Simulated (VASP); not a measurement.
AlNi:

```xyz
2
Lattice="1.9387 -1.9532 0.0000 1.9387 1.9532 0.0000 0.0000 0.0000 3.0994" Properties=species:S:1:pos:R:3 pbc="T T T"
Ni    1.9387    0.0000    1.5497
Al    0.0000    0.0000    0.0000
```

Base run:

| Quantity | Value |
| --- | --- |
| Program | VASP 6.6.1 |
| Functional | PBE |
| Potentials or basis | VASP PAW PBE potentials, release 64 (Ni, Al) |
| Cutoff | 520 eV |
| k mesh | 10 × 10 × 9 |
| Occupations | fermi-dirac, width 0.05 eV |
| Spin | collinear spin, ferromagnetic start |
| Starting moments | [1.0, 0.0] μB |

Its results: pressure 6.1 GPa; net moment 0.00 μB per cell.

Q: The run is repeated on the same cell with these changes: functional from PBE to LDA; potentials or basis from VASP PAW PBE potentials, release 64 (Ni, Al) to VASP PAW LDA potentials, release 64 (Ni, Al). What comes out?

A: Pressure -4.5 GPa; net moment 0.00 μB per cell.
